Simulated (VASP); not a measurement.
# MnSn3 (Pm-3m) in VASP: notebook

The runs below take MnSn3 through relaxation of cell and atoms, single point, with PBEsol.

Program: VASP 6.6.1. These are calculated values, not measurements. Logs are shortened: lines on timing, memory, paths and dates and some standing lists are left out, and cuts for length are marked.

## 1. The cell of the first run

The structure is cubic, space group Pm-3m (No. 221). The conventional cell has a = 4.514 Å, b = 4.514 Å, c = 4.514 Å, α = 90.00°, β = 90.00°, γ = 90.00°. Within 4.2 Å of Sn (site symmetry 4/mmm) lie 8 Sn at 3.19 Å and 4 Mn at 3.19 Å. Mn (site symmetry m-3m) has 12 Sn at 3.19 Å within 4.2 Å.

## 2. Relaxation of cell and atoms, PBEsol

Contents of INCAR:

```
PREC = Accurate
ENCUT = 600
EDIFF = 1E-6
ISMEAR = 0
SIGMA = 0.1
LREAL = False
LASPH = True
NELM = 60
ALGO = Fast
ISIF = 3
LWAVE = False
LCHARG = False
GGA = PS
IBRION = 2
NSW = 80
EDIFFG = -0.01
```

Contents of KPOINTS:

```
Automatic mesh
0
Gamma
  10 10 10
```

Contents of POSCAR:

```
MnSn3
1.0
    4.5142541880      0.0000000000      0.0000000000
    0.0000000000      4.5142541880      0.0000000000
    0.0000000000      0.0000000000      4.5142541880
Sn Mn
3 1
Direct
    0.0000000000      0.5000000000      0.5000000000
    0.5000000000      0.0000000000      0.5000000000
    0.5000000000      0.5000000000      0.0000000000
    0.0000000000      0.0000000000      0.0000000000
```

Potentials or basis: VASP PAW PBE potentials, release 64 (Sn_d, Mn_pv).

Run with:

```console
> cat potpaw_PBE.64/Sn_d/POTCAR potpaw_PBE.64/Mn_pv/POTCAR > POTCAR
> mpirun -np 1 vasp_std > vasp.out
```

OUTCAR:

```text
PREC = Accurate
   ENCUT = 600
   EDIFF = 1E-6
   ISMEAR = 0
   LREAL = False
   LASPH = True
   NELM = 60
   ISIF = 3
   GGA = PS
   IBRION = 2
   NSW = 80
   EDIFFG = -0.01

 ion  position               nearest neighbor table
   1  0.000  0.500  0.500-   2 3.19   3 3.19   4 3.19   3 3.19   4 3.19   2 3.19   4 3.19   4 3.19
                             2 3.19   3 3.19   3 3.19   2 3.19
   2  0.500  0.000  0.500-   1 3.19   3 3.19   4 3.19   3 3.19   4 3.19   1 3.19   3 3.19   3 3.19
                             1 3.19   4 3.19   4 3.19   1 3.19
   3  0.500  0.500  0.000-   1 3.19   2 3.19   4 3.19   1 3.19   2 3.19   2 3.19   4 3.19   2 3.19
                             1 3.19   4 3.19   1 3.19   4 3.19
   4  0.000  0.000  0.000-   1 3.19   2 3.19   3 3.19   1 3.19   2 3.19   1 3.19   3 3.19   1 3.19
                             2 3.19   3 3.19   2 3.19   3 3.19

  LATTYP: Found a simple cubic cell.
 ALAT       =     4.5142541880

  Lattice vectors:

 A1 = (   4.5142541880,   0.0000000000,   0.0000000000)
 A2 = (   0.0000000000,   4.5142541880,   0.0000000000)
 A3 = (   0.0000000000,   0.0000000000,   4.5142541880)

Analysis of symmetry for initial positions (statically):
=====================================================================
 Subroutine PRICEL returns:
 Original cell was already a primitive cell.

 Routine SETGRP: Setting up the symmetry group for a
 simple cubic supercell.

 Subroutine GETGRP returns: Found 48 space group operations
 (whereof 48 operations were pure point group operations)
 out of a pool of 48 trial point group operations.

The static configuration has the point symmetry O_h .

Analysis of symmetry for dynamics (positions and initial velocities):
=====================================================================
 Subroutine PRICEL returns:
 Original cell was already a primitive cell.

 Routine SETGRP: Setting up the symmetry group for a
 simple cubic supercell.

 Subroutine GETGRP returns: Found 48 space group operations
 (whereof 48 operations were pure point group operations)
 out of a pool of 48 trial point group operations.

The dynamic configuration has the point symmetry O_h .

 Subroutine INISYM returns: Found 48 space group operations
 (whereof 48 operations are pure point group operations),
 and found     1 'primitive' translations

----------------------------------------------------------------------------------------

                                     Primitive cell

  volume of cell :      91.9937

  direct lattice vectors                    reciprocal lattice vectors
     4.514254188  0.000000000  0.000000000     0.221520534  0.000000000  0.000000000
     0.000000000  4.514254188  0.000000000     0.000000000  0.221520534  0.000000000
     0.000000000  0.000000000  4.514254188     0.000000000  0.000000000  0.221520534

  length of vectors
     4.514254188  4.514254188  4.514254188     0.221520534  0.221520534  0.221520534

  position of ions in fractional coordinates (direct lattice)
     0.000000000  0.500000000  0.500000000
     0.500000000  0.000000000  0.500000000
     0.500000000  0.500000000  0.000000000
     0.000000000  0.000000000  0.000000000

  ion indices of the primitive-cell ions
   primitive index   ion index
                 1           1
                 2           2
                 3           3
                 4           4

----------------------------------------------------------------------------------------

 KPOINTS: Automatic mesh

Automatic generation of k-mesh.
 Grid dimensions read from file:
 generate k-points for:   10   10   10

 Generating k-lattice:

  Cartesian coordinates                     Fractional coordinates (reciprocal lattice)
     0.022152053  0.000000000  0.000000000     0.100000000  0.000000000  0.000000000
     0.000000000  0.022152053  0.000000000     0.000000000  0.100000000  0.000000000
     0.000000000  0.000000000  0.022152053     0.000000000  0.000000000  0.100000000

  Length of vectors
     0.022152053  0.022152053  0.022152053

  Shift w.r.t. Gamma in fractional coordinates (k-lattice)
     0.000000000  0.000000000  0.000000000

 Subroutine IBZKPT returns following result:
 ===========================================

 Found     56 irreducible k-points:

 Following reciprocal coordinates:
            Coordinates               Weight
  0.000000  0.000000  0.000000      1.000000
  0.100000  0.000000  0.000000      6.000000
  0.200000  0.000000  0.000000      6.000000
  0.300000  0.000000  0.000000      6.000000
  0.400000  0.000000  0.000000      6.000000
  0.500000  0.000000  0.000000      3.000000
[... 16 lines left out ...]
  0.200000  0.100000  0.100000     24.000000
  0.300000  0.100000  0.100000     24.000000
 [... further k-points ...]
   k-points           NKPTS =     56   k-points in BZ     NKDIM =     56   number of bands    NBANDS=     33
   number of dos      NEDOS =    301   number of ions     NIONS =      4
   total plane-waves  NPLWV =  46656
   dimension x,y,z NGX =    36 NGY =   36 NGZ =   36
   dimension x,y,z NGXF=    72 NGYF=   72 NGZF=   72
   ions per type =               3   1
   NGX,Y,Z   is equivalent  to a cutoff of  13.26, 13.26, 13.26 a.u.
   NGXF,Y,Z  is equivalent  to a cutoff of  26.52, 26.52, 26.52 a.u.
 SYSTEM =  unknown system
   PREC   = accura    normal or accurate (medium, high low for compatibility)
   ISTART =      0    job   : 0-new  1-cont  2-samecut
   ICHARG =      2    charge: 1-file 2-atom 10-const
   ISPIN  =      1    spin polarized calculation?
   LNONCOLLINEAR =      F non collinear calculations
   LSORBIT =      F    spin-orbit coupling
   LASPH  =      T    aspherical Exc in radial PAW
   ENCUT  =  600.0 eV  44.10 Ry    6.64 a.u.   9.02  9.02  9.02*2*pi/ulx,y,z
   NELM   =     60;   NELMIN=  2; NELMDL= -5     # of ELM steps
   EDIFF  = 0.1E-05   stopping-criterion for ELM
   LREAL  =      F    real-space projection
   EDIFFG = -.1E-01   stopping-criterion for IOM
   NSW    =     80    number of steps for IOM
   IBRION =      2    ionic relax: 0-MD 1-quasi-New 2-CG
   NFREE  =      1    steps in history (QN), initial steepest desc. (CG)
   ISIF   =      3    stress and relaxation
   ISYM   =      2    0-nonsym 1-usesym 2-fastsym
   POTIM  = 0.5000    time-step for ionic-motion
   TEBEG  =    0.0;   TEEND  =   0.0 temperature during run
   PSTRESS=    0.0 pullay stress
   NELECT =      55.0000    total number of electrons
   NUPDOWN=      -1.0000    fix difference up-down
   EMIN   =  10.00;   EMAX   =-10.00  energy-range for DOS
   EFERMI =   0.00;   METHOD = LEGACY
   ISMEAR =     0;   SIGMA  =   0.10  broadening in eV -4-tet -1-fermi 0-gaus
   EFERMI_NEDOS =   21; number of points for ismear=-14 and -15
   IALGO  =     68    algorithm
   IMIX   =      4    mixing-type and parameters
     AMIX     =   0.40;   BMIX     =  1.00
     AMIX_MAG =   1.60;   BMIX_MAG =  1.00
  volume/ion in A,a.u.               =      23.00       155.20
  Fermi-wavevector in a.u.,A,eV,Ry     =   1.379144  2.606205 25.878813  1.902039
  Thomas-Fermi vector in A             =   2.504141
   LORBIT       =      0    0 simple, 1 ext, 2 COOP (PROOUT), +10 PAW based schemes
   GGA     = PS    functional components
   LHFCALC =     F    Hartree Fock is set to
   AEXX    =    0.0000 exact exchange contribution
   IVDW    =     0    specifies the selected vdW correction
   LEPSILON=     F    determine dielectric tensor
   LRPA    =     F    only Hartree local field effects (RPA)
 conjugate gradient relaxation of ions
 non-spin polarized calculation
 RMM-DIIS sequential band-by-band and
 Gauss-broadening in eV      SIGMA  =   0.10
  energy-cutoff  :      600.00
  volume of cell :       91.99
 maximum number of plane-waves:      3112
   NGX = 19   NGY = 19   NGZ = 19

--------------------------------------- Ionic step        1  -------------------------------------------

 number of electron      55.0000040 magnetization

 Free energy of the ion-electron system (eV)
  ---------------------------------------------------
  ext. energy  EPLUGINS =         0.00000000
  ---------------------------------------------------
  free energy    TOTEN  =       -19.58874050 eV

  energy without entropy =      -19.54036488  energy(sigma->0) =      -19.56455269

------------------------ aborting loop because EDIFF is reached ----------------------------------------

  FORCE on cell =-STRESS in cart. coord.  units (eV):
  Direction    XX          YY          ZZ          XY          YZ          ZX
  --------------------------------------------------------------------------------------
  -------------------------------------------------------------------------------------
  Total       -3.7942145     -3.7942145     -3.7942145      0.0000000     -0.0000000      0.0000000
  in kB      -66.0806693    -66.0806693    -66.0806693      0.0000000     -0.0000000      0.0000000
  external PRESSURE =     -66.0806693 kB  Pullay stress =       0.0000000 kB

 VOLUME and BASIS-vectors are now :
 -----------------------------------------------------------------------------
  energy-cutoff  :      600.00
  volume of cell :       91.99
      direct lattice vectors                 reciprocal lattice vectors
     4.514254188  0.000000000  0.000000000     0.221520534  0.000000000  0.000000000
     0.000000000  4.514254188  0.000000000     0.000000000  0.221520534  0.000000000
     0.000000000  0.000000000  4.514254188     0.000000000  0.000000000  0.221520534

 POSITION                                       TOTAL-FORCE (eV/Angst)
 -----------------------------------------------------------------------------------
      0.00000      2.25713      2.25713         0.000000      0.000000      0.000000
      2.25713      0.00000      2.25713         0.000000      0.000000      0.000000
      2.25713      2.25713      0.00000         0.000000      0.000000      0.000000
      0.00000      0.00000      0.00000         0.000000      0.000000      0.000000
 -----------------------------------------------------------------------------------
    total drift:                                0.000000      0.000000      0.000000

  FREE ENERGIE OF THE ION-ELECTRON SYSTEM (eV)
  ---------------------------------------------------
  free  energy   TOTEN  =       -19.5887405034 eV

  energy  without entropy=      -19.5403648808  energy(sigma->0) =      -19.56455269

--------------------------------------- Ionic step        2  -------------------------------------------

 number of electron      55.0000010 magnetization

 E-fermi :  10.2100     XC(G=0): -11.7255

 val. band max:       10.2060022421   @ k =   0.2000   0.2000   0.0000
 cond. band min:      10.2280270271   @ k =   0.4000   0.3000   0.0000
 fundamental gap:      0.0220247850
 Fermi energy:        10.2099730266

 k-point     1 :       0.0000    0.0000    0.0000
  band No.  band energies     occupation
      1     -37.0573      2.00000
      2     -37.0573      2.00000
      3     -37.0573      2.00000
      4     -11.6413      2.00000
      5     -11.6413      2.00000
      6     -11.6413      2.00000
[... 877 lines left out ...]
 POSITION                                       TOTAL-FORCE (eV/Angst)
 -----------------------------------------------------------------------------------
     -0.00000      2.15384      2.15384        -0.000000     -0.000000      0.000000
      2.15384     -0.00000      2.15384        -0.000000     -0.000000      0.000000
      2.15384      2.15384      0.00000         0.000000      0.000000      0.000000
      0.00000      0.00000      0.00000         0.000000      0.000000      0.000000
 -----------------------------------------------------------------------------------
    total drift:                                0.000000      0.000000      0.000000

  FREE ENERGIE OF THE ION-ELECTRON SYSTEM (eV)
  ---------------------------------------------------
  free  energy   TOTEN  =       -19.7680967382 eV

  energy  without entropy=      -19.7345219034  energy(sigma->0) =      -19.75130932

--------------------------------------- Ionic step        3  -------------------------------------------

 number of electron      54.9999993 magnetization

 Free energy of the ion-electron system (eV)
  ---------------------------------------------------
  ext. energy  EPLUGINS =         0.00000000
  ---------------------------------------------------
  free energy    TOTEN  =       -19.79597744 eV

  energy without entropy =      -19.75899936  energy(sigma->0) =      -19.77748840

 E-fermi :   9.6959     XC(G=0): -11.5413

 val. band max:        9.6915757454   @ k =   0.5000   0.3000   0.3000
 cond. band min:       9.6977687961   @ k =   0.3000   0.2000   0.2000
 fundamental gap:      0.0061930507
 Fermi energy:         9.6958961966

 k-point     1 :       0.0000    0.0000    0.0000
  band No.  band energies     occupation
      1     -37.5716      2.00000
      2     -37.5716      2.00000
      3     -37.5716      2.00000
      4     -12.0658      2.00000
      5     -12.0658      2.00000
      6     -12.0658      2.00000
[... 877 lines left out ...]
 POSITION                                       TOTAL-FORCE (eV/Angst)
 -----------------------------------------------------------------------------------
     -0.00000      2.17980      2.17980        -0.000000     -0.000000      0.000000
      2.17980     -0.00000      2.17980        -0.000000     -0.000000      0.000000
      2.17980      2.17980      0.00000         0.000000      0.000000      0.000000
      0.00000      0.00000      0.00000         0.000000      0.000000      0.000000
 -----------------------------------------------------------------------------------
    total drift:                                0.000000      0.000000      0.000000

  FREE ENERGIE OF THE ION-ELECTRON SYSTEM (eV)
  ---------------------------------------------------
  free  energy   TOTEN  =       -19.7959774397 eV

  energy  without entropy=      -19.7589993595  energy(sigma->0) =      -19.77748840

 reached required accuracy - stopping structural energy minimisation
```

Run time: 3.4 min. Hardware: 1 thread of Intel Xeon 6975P-C (Granite Rapids), shared host; peak memory 0.34 GiB.

Results:

| Item | Value |
| --- | --- |
| Free energy | -19.7960 eV |
| Relaxed volume | 20.71 Å³/atom |
| Relaxed cell | a = 4.360 Å, b = 4.360 Å, c = 4.360 Å, α = 90.00°, β = 90.00°, γ = 90.00° |
| Space group after relaxing (to 0.1 Å) | Pm-3m (No. 221) |
| Energy gained by relaxing | 51.8 meV/atom |
| Ionic steps | 3 |
| Pressure after relaxing | 0.0 GPa |
| Band gap on the k mesh | zero (an odd number of electrons rules out a gap without spin polarisation) |

Step by step:
```tsv
step	energy change (eV)	largest force (eV/Å)	pressure (GPa)	volume (Å³)
1	0.0000	0.0000	-6.61	91.99
2	-0.1794	0.0000	3.12	79.93
3	-0.2072	0.0000	-0.04	82.86
```

Final structure:
```
Sn Mn
1.0
     4.35960    0.00000    0.00000
     0.00000    4.35960    0.00000
     0.00000    0.00000    4.35960
Sn Mn
3 1
Direct
  0.00000 0.50000 0.50000
  0.50000 0.00000 0.50000
  0.50000 0.50000 0.00000
  0.00000 0.00000 0.00000
```

Levels at points of the mesh, in eV from the Fermi level:
```tsv
k point	band 24	band 25	band 26	band 27	band 28	band 29	band 30	band 31
(0.00, 0.00, 0.00)	-3.67	-0.40	-0.40	-0.40	0.37	0.37	0.44	3.15
(0.50, 0.00, 0.00)	-1.88	-0.46	-0.38	-0.37	-0.37	0.67	0.68	0.68
(0.50, 0.50, 0.00)	-1.57	-0.71	-0.23	-0.18	0.12	0.80	1.30	1.30
(0.50, 0.50, 0.50)	-4.49	-4.49	-0.68	-0.07	-0.07	0.31	0.31	0.31
```

Caveat: the PAW data sets were made with another functional, which shifts forces and pressure a little; spin-orbit coupling is left out, which moves the levels of the heavy elements; the run has no spin polarisation, though such a crystal can be magnetic.

## 3. Single point, PBEsol, collinear spin, ferromagnetic start

Contents of INCAR:

```
SYSTEM = MnSn3
ALGO = Normal ; EDIFF = 1E-6
ENCUT = 520 ; GGA = PS
ISIF = 2 ; ISMEAR = 0
ISPIN = 2 ; LASPH = .True.
LCHARG = .False. ; LMAXMIX = 4
LORBIT = 11 ; LREAL = .False.
LWAVE = .False. ; MAGMOM = 0 0 0 4.5
NBANDS = 40 ; NELM = 150
PREC = Accurate ; SIGMA = 0.1
```

Contents of KPOINTS:

```
k-points
0
Gamma
  10 10 10
  0 0 0
```

POSCAR is that of step 2.

Potentials or basis: VASP PAW PBE potentials, release 64 (Sn_d, Mn_pv).

Run with:

```console
> cat potpaw_PBE.64/Sn_d/POTCAR potpaw_PBE.64/Mn_pv/POTCAR > POTCAR
> mpirun -np 1 vasp_std > vasp.out
```

OUTCAR:

```text
SYSTEM = MnSn3
   EDIFF = 1E-6
   ENCUT = 520
   GGA = PS
   ISIF = 2
   ISMEAR = 0
   ISPIN = 2
   LASPH = .True.
   LORBIT = 11
   LREAL = .False.
   NELM = 150
   PREC = Accurate

 ion  position               nearest neighbor table
   1  0.000  0.500  0.500-   2 3.19   3 3.19   4 3.19   3 3.19   4 3.19   2 3.19   4 3.19   4 3.19
                             2 3.19   3 3.19   3 3.19   2 3.19
   2  0.500  0.000  0.500-   1 3.19   3 3.19   4 3.19   3 3.19   4 3.19   1 3.19   3 3.19   3 3.19
                             1 3.19   4 3.19   4 3.19   1 3.19
   3  0.500  0.500  0.000-   1 3.19   2 3.19   4 3.19   1 3.19   2 3.19   2 3.19   4 3.19   2 3.19
                             1 3.19   4 3.19   1 3.19   4 3.19
[... 2254 lines left out ...]
     0.000000000  4.514254188  0.000000000     0.000000000  0.221520534  0.000000000
     0.000000000  0.000000000  4.514254188     0.000000000  0.000000000  0.221520534

 POSITION                                       TOTAL-FORCE (eV/Angst)
 -----------------------------------------------------------------------------------
      0.00000      2.25713      2.25713         0.000000      0.000000      0.000000
      2.25713      0.00000      2.25713         0.000000      0.000000      0.000000
      2.25713      2.25713      0.00000         0.000000      0.000000      0.000000
      0.00000      0.00000      0.00000         0.000000      0.000000      0.000000
 -----------------------------------------------------------------------------------
    total drift:                                0.000000      0.000000      0.000000

  FREE ENERGIE OF THE ION-ELECTRON SYSTEM (eV)
  ---------------------------------------------------
  free  energy   TOTEN  =       -21.3215123246 eV

  energy  without entropy=      -21.3043187710  energy(sigma->0) =      -21.31291555

 total charge

# of ion       s       p       d       tot
------------------------------------------
    1        1.261   0.994   9.997  12.251
    2        1.261   0.994   9.997  12.251
    3        1.261   0.994   9.997  12.251
    4        0.261   6.120   4.976  11.357
--------------------------------------------------
tot          4.043   9.102  34.965  48.111

 magnetization (x)

# of ion       s       p       d       tot
------------------------------------------
    1        0.020  -0.046   0.002  -0.024
    2        0.020  -0.046   0.002  -0.024
    3        0.020  -0.046   0.002  -0.024
    4        0.061   0.033   3.807   3.901
--------------------------------------------------
tot          0.120  -0.104   3.814   3.830
```

stdout:

```text
POSCAR found type information on POSCAR SnMn
 POSCAR found :  2 types and       4 ions
 scaLAPACK will be used
 -----------------------------------------------------------------------------
|                                                                             |
|                                                                             |
|     You enforced a specific xc type in the INCAR file but a different       |
|     I HOPE YOU KNOW WHAT YOU ARE DOING!                                     |
|                                                                             |
 -----------------------------------------------------------------------------

 LDA part: xc-table for (Slater+PW92), standard interpolation
 POSCAR, INCAR and KPOINTS ok, starting setup
 FFT: planning ... GRIDC
 FFT: planning ... GRID_SOFT
 FFT: planning ... GRID
 WAVECAR not read
 entering main loop
```

Wall time 4.6 min (1 thread of Intel Xeon Platinum 8488C (Sapphire Rapids), shared host); peak memory 0.43 GiB.

Results:

* Free energy: -21.3215 eV
* Pressure: -0.1 GPa
* Net moment: 4.06 μB per cell
* Site moments: Sn -0.02; Mn +3.90 μB
* Valence electrons inside the program's atomic spheres: Sn 12.25; Mn 11.36

Caveat: the PAW data sets were made with another functional, which shifts forces and pressure a little; spin-orbit coupling is left out, which moves the levels of the heavy elements.

(Continued in part 2 of 2.)
